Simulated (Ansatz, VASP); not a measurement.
**P in VASP and in Ansatz**

INCAR

```
SYSTEM = P
PREC     = Accurate       ! precision mode
ENCUT    = 500            ! plane-wave cutoff, eV
EDIFF    = 1E-6           ! SCF threshold, eV
ISMEAR   = 0              ! smearing method
SIGMA    = 0.1            ! smearing width, eV
LREAL    = .FALSE.        ! projectors in reciprocal space
LASPH    = .TRUE.         ! aspherical terms in the spheres
NELM     = 120            ! most SCF steps
ALGO     = Normal         ! electronic algorithm
ISIF     = 2              ! what is computed and relaxed
LWAVE    = .FALSE.        ! write WAVECAR
LCHARG   = .FALSE.        ! write CHGCAR
GGA      = PS             ! functional
IVDW     = 13             ! dispersion correction
NBANDS   = 8              ! bands
GGA_COMPAT= .FALSE.
```

File KPOINTS:

```
Automatic mesh
0
G
  8 8 8
  0 0 0
```

File POSCAR:

```
P
1.0
    2.5585688000      0.0000000000      0.0000000000
    0.0000000000      2.5585688000      0.0000000000
    0.0000000000      0.0000000000      2.5585688000
P
1
Direct
    0.0000000000      0.0000000000      0.0000000000
```

Input for Ansatz:

```yaml
crystal:
  lattice:
    - [2.5585688, 0.0, 0.0]
    - [0.0, 2.5585688, 0.0]
    - [0.0, 0.0, 2.5585688]
  atoms:
    - { symbol: P, position: [0.0, 0.0, 0.0] }
basis:
  ecutwfc: 420
kpoints:
  mp_grid: { grid: [8, 8, 8] }
hamiltonian:
  xc: pbesol
  dispersion: d4
  pseudopotentials: { kind: paw }
scf:
  occupations: { method: gaussian, width: 0.1 }
output:
  forces: true
  stress: true
  eigenvalues: true
```

Alike in both runs: task single point; functional PBEsol; dispersion D4; k mesh 8 × 8 × 8; occupations gaussian, width 0.1 eV; no spin polarisation.

```csv
,VASP,Ansatz
version,VASP 6.6.1,Ansatz 0.2.0
potentials or method,"VASP PAW PBE potentials, release 64 (P), cutoff 500 eV","scalar-relativistic, plane waves, PAW"
valence electrons in the cell,5,5
```

Ansatz gave:

| Quantity | Value |
| --- | --- |
| gap on the k mesh at the Fermi level (eV) | none |
| pressure (GPa) | -16.8 |

What did VASP give for the same quantities?

gap on the k mesh at the Fermi level (eV): none; pressure (GPa): -16.7.

VASP's potentials were made for PBE, not for PBEsol. A gap of «none» marks a metal or a gap that the smearing closes.
